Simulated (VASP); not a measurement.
Write the native input for VASP 6.6.1 that does the following.

```yaml
Task: single point
Functional: PBE
Dispersion: D3(BJ)
Potentials_or_basis: VASP PAW PBE potentials, release 64 (Ge_d)
Cutoff: 520 eV
k_mesh: 6 × 6 × 6
Occupations: gaussian, width 0.01 eV
Spin: no spin polarisation
Dipole_correction: no
Further_INCAR_settings: ALGO = Normal; EDIFF = 1e-06; NBANDS = 21
```

The structure of Ge lies in POSCAR:

```
Ge
1.0
    0.0000000000      2.7776967199      2.7776967199
    2.7776967199      0.0000000000      2.7776967199
    2.7776967199      2.7776967199      0.0000000000
Ge
2
Direct
    0.0000000000      0.0000000000      0.0000000000
    0.2500000000      0.2500000000      0.2500000000
```

The input as run:

INCAR

```
SYSTEM = Ge
PREC = Accurate
ENCUT = 520
EDIFF = 1E-6
ISMEAR = 0
SIGMA = 0.01
LREAL = .False.
LASPH = .True.
NELM = 80
ALGO = Normal
ISIF = 2
LWAVE = .False.
LCHARG = .False.
GGA = PE
IVDW = 12
NBANDS = 21
```

KPOINTS

```
regular mesh
0
Gamma
  6 6 6
  0 0 0
```

Potentials or basis: VASP PAW PBE potentials, release 64 (Ge_d).

Launch:

```bash
$ cat potpaw_PBE.64/Ge_d/POTCAR > POTCAR
$ mpirun -np 1 vasp_std > vasp.out
```

Results of the run:

| Quantity | Value |
| --- | --- |
| Pressure | 5.7 GPa |
| Band gap on the k mesh | 0.36 eV, indirect (least direct gap 0.55 eV) |
| Dispersion energy per atom | -0.314 eV |

It took 28 s on 1 thread of AMD EPYC 7R13, on a shared host, peak memory 0.14 GiB.
